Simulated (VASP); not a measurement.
# P (Im-3m) in VASP: further runs

P is run at these levels: r2SCAN+D3(BJ); tasks: single point.

Everything below comes from runs of VASP 6.6.1. Logs are shortened: lines on timing, memory, paths and dates and some standing lists are left out, and cuts for length are marked.

### 1 The cell of the first run

Symmetry: Im-3m, No. 229, cubic system. The conventional cell has a = 2.719 Å, b = 2.719 Å, c = 2.719 Å, α = 90.00°, β = 90.00°, γ = 90.00°. Within 3.1 Å of P (site symmetry m-3m) lie 14 P at 2.36 to 2.72 Å.

This isn't the form of P at room conditions, which is orthorhombic.

### 2 Single point, r2SCAN+D3(BJ) (10.05 Å³/atom)

POSCAR

```
P
1.0
   -1.3596649425      1.3596649425      1.3596649425
    1.3596649425     -1.3596649425      1.3596649425
    1.3596649425      1.3596649425     -1.3596649425
P
1
Direct
    0.0000000000      0.0000000000      0.0000000000
```

INCAR.step1

```
ALGO = Normal ; EDIFF = 1E-4
ENCUT = 520 ; GGA = PE
ISMEAR = 0 ; LASPH = T
LCHARG = F ; LREAL = F
LWAVE = T ; NBANDS = 8
NELM = 60 ; PREC = Accurate
SIGMA = 0.05
```

INCAR.step2

```
ALGO = Normal ; EDIFF = 1E-6
ENCUT = 520 ; ISIF = 2
ISMEAR = 0 ; ISTART = 1
IVDW = 12 ; LASPH = T
LCHARG = T ; LELF = T
LMIXTAU = T ; LREAL = F
LVHAR = T ; LWAVE = F
METAGGA = R2SCAN ; NBANDS = 8
NELM = 60 ; PREC = Accurate
SIGMA = 0.05 ; VDW_A1 = 0.49484001
VDW_A2 = 5.73083694 ; VDW_S6 = 1.0
VDW_S8 = 0.78981345
```

KPOINTS

```
k-points
0
Gamma
  22 22 22
```

Potentials or basis: VASP PAW PBE potentials, release 64 (P).

Run with:

```sh
$ cat potpaw_PBE.64/P/POTCAR > POTCAR
$ cp INCAR.step1 INCAR
$ mpirun -np 1 vasp_std > vasp.out
$ cp INCAR.step2 INCAR
$ mpirun -np 1 vasp_std > vasp.out
```

OUTCAR:

```text
EDIFF = 1E-6
   ENCUT = 520
   ISIF = 2
   ISMEAR = 0
   ISTART = 1
   IVDW = 12
   LASPH = T
   LREAL = F
   METAGGA = R2SCAN
   NELM = 60
   PREC = Accurate
 IVDW          = 12

 ion  position               nearest neighbor table
   1  0.000  0.000  0.000-

  LATTYP: Found a body centered cubic cell.
 ALAT       =     2.7193298850

  Lattice vectors:

 A1 = (  -1.3596649425,   1.3596649425,   1.3596649425)
 A2 = (   1.3596649425,  -1.3596649425,   1.3596649425)
 A3 = (   1.3596649425,   1.3596649425,  -1.3596649425)

Analysis of symmetry for initial positions (statically):
=====================================================================
 Subroutine PRICEL returns:
 Original cell was already a primitive cell.

 Routine SETGRP: Setting up the symmetry group for a
 body centered cubic supercell.

 Subroutine GETGRP returns: Found 48 space group operations
 (whereof 48 operations were pure point group operations)
 out of a pool of 48 trial point group operations.

The static configuration has the point symmetry O_h .

Analysis of symmetry for dynamics (positions and initial velocities):
=====================================================================
 Subroutine PRICEL returns:
 Original cell was already a primitive cell.

 Routine SETGRP: Setting up the symmetry group for a
 body centered cubic supercell.

 Subroutine GETGRP returns: Found 48 space group operations
 (whereof 48 operations were pure point group operations)
 out of a pool of 48 trial point group operations.

The dynamic configuration has the point symmetry O_h .

 Subroutine INISYM returns: Found 48 space group operations
 (whereof 48 operations are pure point group operations),
 and found     1 'primitive' translations

----------------------------------------------------------------------------------------

                                     Primitive cell

  volume of cell :      10.0544

  direct lattice vectors                    reciprocal lattice vectors
    -1.359664943  1.359664943  1.359664943     0.000000000  0.367737657  0.367737657
     1.359664943 -1.359664943  1.359664943     0.367737657  0.000000000  0.367737657
     1.359664943  1.359664943 -1.359664943     0.367737657  0.367737657  0.000000000

  length of vectors
     2.355008762  2.355008762  2.355008762     0.520059582  0.520059582  0.520059582

  position of ions in fractional coordinates (direct lattice)
     0.000000000  0.000000000  0.000000000

  ion indices of the primitive-cell ions
   primitive index   ion index
                 1           1

[... 76 lines left out ...]
   NFREE  =      0    steps in history (QN), initial steepest desc. (CG)
   ISIF   =      2    stress and relaxation
   ISYM   =      2    0-nonsym 1-usesym 2-fastsym
   POTIM  = 0.5000    time-step for ionic-motion
   TEBEG  =    0.0;   TEEND  =   0.0 temperature during run
   PSTRESS=    0.0 pullay stress
   NELECT =       5.0000    total number of electrons
   NUPDOWN=      -1.0000    fix difference up-down
   EMIN   =  10.00;   EMAX   =-10.00  energy-range for DOS
   EFERMI =   0.00;   METHOD = LEGACY
   ISMEAR =     0;   SIGMA  =   0.05  broadening in eV -4-tet -1-fermi 0-gaus
   EFERMI_NEDOS =   21; number of points for ismear=-14 and -15
   IALGO  =     38    algorithm
   IMIX   =      4    mixing-type and parameters
     AMIX     =   0.40;   BMIX     =  1.00
     AMIX_MAG =   1.60;   BMIX_MAG =  1.00
  volume/ion in A,a.u.               =      10.05        67.85
  Fermi-wavevector in a.u.,A,eV,Ry     =   1.297019  2.451010 22.888506  1.682258
  Thomas-Fermi vector in A             =   2.428438
   LORBIT       =      0    0 simple, 1 ext, 2 COOP (PROOUT), +10 PAW based schemes
   METAGGA = R2SCAN    functional components
   LHFCALC =     F    Hartree Fock is set to
   AEXX    =    0.0000 exact exchange contribution
   IVDW    =    12    specifies the selected vdW correction
   LEPSILON=     F    determine dielectric tensor
   LRPA    =     F    only Hartree local field effects (RPA)
 non-spin polarized calculation
 Gauss-broadening in eV      SIGMA  =   0.05
  energy-cutoff  :      520.00
  volume of cell :       10.05
 maximum number of plane-waves:       278
 NGX is ok and might be reduce to    18
   NGX =  9   NGY =  9   NGZ =  9

 number of electron       5.0000000 magnetization

 Free energy of the ion-electron system (eV)
  ---------------------------------------------------
  ext. energy  EPLUGINS =         0.00000000
  ---------------------------------------------------
  free energy    TOTEN  =        -7.42508899 eV

  energy without entropy =       -7.42460905  energy(sigma->0) =       -7.42484902

 E-fermi :  15.9022     XC(G=0): -14.1130

 val. band max:       15.8849272942   @ k =   0.2727   0.2273   0.0909
 cond. band min:      15.9163182304   @ k =  -0.2273   0.3182   0.1364
 fundamental gap:      0.0313909362
 Fermi energy:        15.9021642888

 k-point     1 :       0.0000    0.0000    0.0000
  band No.  band energies     occupation
      1      -6.0222      2.00000
      2      27.8451      0.00000
      3      27.8451      0.00000
      4      27.8451      0.00000
      5      29.4421      0.00000
      6      29.4421      0.00000
      7      29.4421      0.00000
      8      34.9129      0.00000
[... 243 lines left out ...]
 k-point    24 :       0.1364    0.0909    0.0000
  band No.  band energies     occupation
      1      -4.4212      2.00000
      2      19.8053      0.00000
      3      21.3383      0.00000
      4      24.4503      0.00000
      5      28.6929      0.00000
      6      30.6200      0.00000
      7      32.9852      0.00000
      8      35.2558      0.00000

 [... further k-points ...]

------------------------ aborting loop because EDIFF is reached ----------------------------------------

 Edisp (eV)   -0.33181

 E8    (eV) :    -0.0949

  FORCE on cell =-STRESS in cart. coord.  units (eV):
  Direction    XX          YY          ZZ          XY          YZ          ZX
  --------------------------------------------------------------------------------------
  -------------------------------------------------------------------------------------
  Total       3.57471     3.57471     3.57471     0.00000     0.00000    -0.00000
  in kB     569.63332   569.63332   569.63332     0.00000     0.00000    -0.00000
  external pressure =      569.63 kB  Pullay stress =        0.00 kB

 VOLUME and BASIS-vectors are now :
 -----------------------------------------------------------------------------
  energy-cutoff  :      520.00
  volume of cell :       10.05
      direct lattice vectors                 reciprocal lattice vectors
    -1.359664943  1.359664943  1.359664943     0.000000000  0.367737657  0.367737657
     1.359664943 -1.359664943  1.359664943     0.367737657  0.000000000  0.367737657
     1.359664943  1.359664943 -1.359664943     0.367737657  0.367737657  0.000000000

 POSITION                                       TOTAL-FORCE (eV/Angst)
 -----------------------------------------------------------------------------------
      0.00000      0.00000      0.00000         0.000000     -0.000000     -0.000000
 -----------------------------------------------------------------------------------
    total drift:                               -0.000000      0.000000      0.000000

  FREE ENERGIE OF THE ION-ELECTRON SYSTEM (eV)
  ---------------------------------------------------
  free  energy   TOTEN  =        -7.7569014283 eV

  energy  without entropy=       -7.7564214907  energy(sigma->0) =       -7.75666146
```

OUTCAR.step1:

```text
EDIFF = 1E-4
   ENCUT = 520
   GGA = PE
   ISMEAR = 0
   LASPH = T
[... 480 lines left out ...]

 POSITION                                       TOTAL-FORCE (eV/Angst)
 -----------------------------------------------------------------------------------
      0.00000      0.00000      0.00000        -0.000000     -0.000000     -0.000000
 -----------------------------------------------------------------------------------
    total drift:                               -0.000000     -0.000000      0.000000

  FREE ENERGIE OF THE ION-ELECTRON SYSTEM (eV)
  ---------------------------------------------------
  free  energy   TOTEN  =        -4.0400473196 eV

  energy  without entropy=       -4.0394048368  energy(sigma->0) =       -4.03972608
```

Wall time 2.1 min (1 thread of Intel Xeon 8259CL, shared host); peak memory 0.14 GiB.

Results:

```yaml
Free_energy: -7.7569 eV
Pressure: 57.0 GPa
Band_gap_on_the_k_mesh: zero (an odd number of electrons rules out a gap without spin polarisation)
Dispersion_energy_per_atom: -0.332 eV
```

Caveat: the cell stands under pressure; the PAW data sets were made with another functional, which shifts forces and pressure a little.

### 3 Single point, r2SCAN+D3(BJ) (13.41 Å³/atom)

This run uses another cell than the first one, of 13.41 Å³/atom.

POSCAR

```
P
1.0
   -1.4965049076      1.4965049076      1.4965049076
    1.4965049076     -1.4965049076      1.4965049076
    1.4965049076      1.4965049076     -1.4965049076
P
1
Direct
    0.0000000000      0.0000000000      0.0000000000
```

INCAR.step1

```
SYSTEM = P
PREC     = Accurate       ! precision mode
ENCUT    = 520            ! plane-wave cutoff, eV
ISMEAR   = 0              ! smearing method
SIGMA    = 0.05           ! smearing width, eV
LREAL    = .FALSE.        ! projectors in reciprocal space
LASPH    = .TRUE.         ! aspherical terms in the spheres
NELM     = 60             ! most SCF steps
NBANDS   = 8              ! bands
GGA      = PE             ! functional
ALGO     = Normal         ! electronic algorithm
EDIFF    = 1E-4           ! SCF threshold, eV
LWAVE    = .TRUE.         ! write WAVECAR
LCHARG   = .FALSE.        ! write CHGCAR
```

INCAR.step2

```
SYSTEM = P
PREC     = Accurate       ! precision mode
ENCUT    = 520            ! plane-wave cutoff, eV
EDIFF    = 1E-7           ! SCF threshold, eV
ISMEAR   = 0              ! smearing method
SIGMA    = 0.05           ! smearing width, eV
LREAL    = .FALSE.        ! projectors in reciprocal space
LASPH    = .TRUE.         ! aspherical terms in the spheres
NELM     = 60             ! most SCF steps
ALGO     = Normal         ! electronic algorithm
ISIF     = 2              ! what is computed and relaxed
LWAVE    = .FALSE.        ! write WAVECAR
LCHARG   = .FALSE.        ! write CHGCAR
METAGGA  = R2SCAN         ! meta-GGA
LMIXTAU  = .TRUE.       
IVDW     = 12             ! dispersion correction
VDW_S6   = 1.0          
VDW_S8   = 0.78981345   
VDW_A1   = 0.49484001   
VDW_A2   = 5.73083694   
NBANDS   = 8              ! bands
ISTART   = 1
```

KPOINTS

```
Automatic mesh
0
G
  20 20 20
  0 0 0
```

Potentials or basis: VASP PAW PBE potentials, release 64 (P).

Run with:

```sh
$ cat potpaw_PBE.64/P/POTCAR > POTCAR
$ cp INCAR.step1 INCAR
$ mpirun -np 1 vasp_std > vasp.out
$ cp INCAR.step2 INCAR
$ mpirun -np 1 vasp_std > vasp.out
```

It took 2.4 min on 1 thread of Intel Xeon 8259CL, shared host; peak memory 0.15 GiB.

Results (log left out):

```
Free energy                : -8.2822 eV
Pressure                   : 4.3 GPa
Band gap on the k mesh     : zero (an odd number of electrons rules out a gap without spin polarisation)
Dispersion energy per atom : -0.248 eV
```

Levels at points of the mesh, in eV from the Fermi level:
```tsv
k point	band 1	band 2	band 3	band 4	band 5	band 6	band 7	band 8
(0.00, 0.00, 0.00)	-18.03	8.23	8.23	8.23	12.75	12.75	12.75	17.39
(0.50, 0.00, 0.00)	-10.70	-8.82	2.74	6.03	7.66	9.15	21.08	21.24
(0.50, 0.50, 0.50)	-3.75	-3.02	-3.02	-3.02	2.43	2.43	25.72	25.72
```

Caveat: the cell stands under pressure; the PAW data sets were made with another functional, which shifts forces and pressure a little.

The gap in the log of VASP goes by the Fermi energy; the results here count the filled bands.